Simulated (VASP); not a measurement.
Set up this calculation in VASP 6.6.1, as the native input.

```
Task                   : single point
Functional             : PBE
Potentials or basis    : VASP PAW PBE potentials, release 64 (Mg, O)
Cutoff                 : 600 eV
k mesh                 : 9 × 9 × 6
Occupations            : gaussian, width 0.05 eV
Spin                   : no spin polarisation
Dipole correction      : no
Further INCAR settings : ALGO = Normal; EDIFF = 1e-06; NBANDS = 16
```

The structure of MgO lies in POSCAR:

```
MgO
1.0
    3.5712471184      0.0000000000      0.0000000000
   -1.7856235592      3.0927907277      0.0000000000
    0.0000000000      0.0000000000      4.4137043136
Mg O
2 2
Direct
    0.3333333333      0.6666666667      0.0258441501
    0.6666666667      0.3333333333      0.5258441501
    0.3333333333      0.6666666667      0.3982811987
    0.6666666667      0.3333333333      0.8982811987
```

These files were run (other wordings do the same):

INCAR

```
ALGO = Normal
EDIFF = 1E-6
ENCUT = 600
GGA = PE
GGA_COMPAT = F
ISIF = 2
ISMEAR = 0
LASPH = T
LCHARG = F
LREAL = F
LWAVE = F
NBANDS = 16
NELM = 120
PREC = Accurate
SIGMA = 0.05
```

KPOINTS

```
k-points
0
Gamma
  9 9 6
```

Potentials or basis: VASP PAW PBE potentials, release 64 (Mg, O).

Launch:

```sh
$ cat potpaw_PBE.64/Mg/POTCAR potpaw_PBE.64/O/POTCAR > POTCAR
$ mpirun -np 1 vasp_std > vasp.out
```

Results of the run:

```json
{"Pressure": "16.3 GPa", "Largest force": "7.193 eV/Å", "Band gap on the k mesh": "3.21 eV, indirect (the least direct gap lies 2.0 meV higher)"}
```

Caveat: forces of over 1 eV/Å act on the atoms, so gaps and moduli don't describe the material at rest.

Run time: 24 s on 1 thread of Intel(R) Xeon(R) 6975P-C (Granite Rapids), with other jobs on the host, peak memory 0.19 GiB.
